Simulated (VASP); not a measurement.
Wanted: the native input for a VASP 6.6.1 run.

```yaml
Task: single point
Functional: r2SCAN
Potentials_or_basis: VASP PAW PBE potentials, release 64 (Sr_sv, Cl)
Cutoff: 520 eV
k_mesh: 6 × 6 × 6
Occupations: gaussian, width 0.05 eV
Spin: no spin polarisation
Dipole_correction: no
Further_INCAR_settings: ALGO = Normal; EDIFF = 1e-06; NBANDS = 19
```

The system is SrCl2.

```xyz
3
Lattice="0.0000 3.4855 3.4855 3.4855 0.0000 3.4855 3.4855 3.4855 0.0000" Properties=species:S:1:pos:R:3 pbc="T T T"
Sr    0.0000    0.0000    0.0000
Cl    1.7928    1.7428    1.7428
Cl    5.2783    5.2283    5.2283
```

This cell differs from its parent crystal: all Cl atoms moved +0.050 Å, as atom 2 along Cartesian [1 0 0].

These files were run (other wordings do the same):

POSCAR

```
SrCl2
1.0
    0.0000000000      3.4855000000      3.4855000000
    3.4855000000      0.0000000000      3.4855000000
    3.4855000000      3.4855000000      0.0000000000
Sr Cl
1 2
Direct
    0.0000000000      0.0000000000      0.0000000000
    0.2428274279      0.2571725721      0.2571725721
    0.7428274279      0.7571725721      0.7571725721
```

INCAR.step1

```
ALGO = Normal
EDIFF = 1E-4
ENCUT = 520
GGA = PE
ISMEAR = 0
LASPH = T
LCHARG = F
LREAL = F
LWAVE = T
NBANDS = 19
NELM = 100
PREC = Accurate
SIGMA = 0.05
```

INCAR.step2

```
ALGO = Normal
EDIFF = 1E-6
ENCUT = 520
ISIF = 2
ISMEAR = 0
ISTART = 1
LASPH = T
LCHARG = F
LMIXTAU = T
LREAL = F
LWAVE = F
METAGGA = R2SCAN
NBANDS = 19
NELM = 100
PREC = Accurate
SIGMA = 0.05
```

KPOINTS

```
k-points
0
Gamma
  6 6 6
```

Potentials or basis: VASP PAW PBE potentials, release 64 (Sr_sv, Cl).

Command:

```bash
$ cat potpaw_PBE.64/Sr_sv/POTCAR potpaw_PBE.64/Cl/POTCAR > POTCAR
$ cp INCAR.step1 INCAR
$ mpirun -np 1 vasp_std > vasp.out
$ cp INCAR.step2 INCAR
$ mpirun -np 1 vasp_std > vasp.out
```

It gave:

| Property | Result |
| --- | --- |
| Pressure | 0.5 GPa |
| Largest force | 0.150 eV/Å |
| Band gap on the k mesh | 5.97 eV (least direct gap 5.99 eV) |

Caveat: the cell differs from its parent crystal (all Cl atoms moved +0.050 Å, as atom 2 along Cartesian [1 0 0]); the PAW data sets were made with another functional, which shifts forces and pressure a little.

Wall time 2.1 min on 1 thread of Intel(R) Xeon(R) Platinum 8488C (Sapphire Rapids) (shared host), peak memory 0.27 GiB.
